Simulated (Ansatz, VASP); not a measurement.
# Two plane-wave programs on Al

```
Al
1.0
    -1.44225    1.41304    1.98034
     1.40731   -1.41588    2.02577
     1.44174    1.41521   -1.96639
Al
1
Cartesian
  0.0000 0.0000 0.0000
```

Change from the starting cell: cell sheared at random, sigma 0.1, atoms nudged by 0.01 Å; relaxed back.

Alike in both runs: functional PBEsol; k mesh 14 × 14 × 14; occupations gaussian, width 0.15 eV; no spin polarisation.

Ansatz relaxed the structure, and its values are those at the end. VASP's run is a single point on that final structure, the one shown.

```csv
,VASP,Ansatz
version,VASP 6.6.1,Ansatz 0.2.0
potentials or method,"VASP PAW PBE potentials, release 64 (Al), cutoff 520 eV","scalar-relativistic, plane waves, PAW"
valence electrons in the cell,3,3
```

Ansatz gave:

```
gap on the k mesh at the Fermi level (eV) : none
pressure (GPa)                            : 0.0
```

**Question.** What did VASP give for the same quantities?

**Answer.** gap on the k mesh at the Fermi level (eV): none; pressure (GPa): 0.1.

VASP's potentials were made for PBE, not for PBEsol. A gap of «none» marks a metal or a gap that the smearing closes.
